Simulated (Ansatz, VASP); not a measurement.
AlSn in VASP and in Ansatz

INCAR

```
PREC = Accurate
ENCUT = 520
EDIFF = 1E-6
ISMEAR = 0
SIGMA = 0.02
LREAL = False
LASPH = True
NELM = 60
ALGO = Normal
ISIF = 2
LWAVE = False
LCHARG = False
GGA = PS
NBANDS = 16
```

File KPOINTS:

```
Automatic mesh
0
Gamma
  7 7 8
```

Contents of POSCAR:

```
AlSn
1.0
    4.1981056200      0.0000000000      0.0000000000
   -2.0990528100      3.6356661147      0.0000000000
    0.0000000000      0.0000000000      3.3068470000
Sn Al
1 1
Direct
    0.0000000000      0.0000000000      0.5000000000
    0.6666666667      0.3333333333      0.0000000000
```

The input input.yaml:

```yaml
crystal:
  lattice:
    - [4.19810562, 0.0, 0.0]
    - [-2.09905281, 3.6356661147, 0.0]
    - [0.0, 0.0, 3.306847]
  atoms:
    - { symbol: Sn, position: [0.0, 0.0, 0.5] }
    - { symbol: Al, position: [0.6666666667, 0.3333333333, 0.0] }
kpoints:
  mp_grid: { grid: [7, 7, 8] }
scf:
  occupations: { method: gaussian, width: 0.02 }
hamiltonian:
  xc: pbesol
  pseudopotentials: { kind: all_electron, lapw: { basis_error: 0.001 } }
output:
  forces: true
  stress: true
  eigenvalues: true
```

Alike in both runs: task single point; functional PBEsol; k mesh 7 × 7 × 8; occupations gaussian, width 0.02 eV; no spin polarisation.

|  | VASP | Ansatz |
| --- | --- | --- |
| version | VASP 6.6.1 | Ansatz 0.2.0 |
| potentials or method | VASP PAW PBE potentials, release 64 (Sn_d, Al), cutoff 520 eV | all-electron LAPW, scalar-relativistic |

```tsv
	VASP	Ansatz	Ansatz less VASP
gap on the k mesh at the Fermi level (eV)	none	none	-
pressure (GPa)	-1.8	-1.8	+0.06
traceless stress, the component that is largest in VASP (GPa)	0.41	0.40	-0.009
```

VASP's potentials were made for PBE, not for PBEsol. A gap of «none» marks a metal or a gap that the smearing closes. Ansatz ran all-electron here, and VASP with PAW potentials.
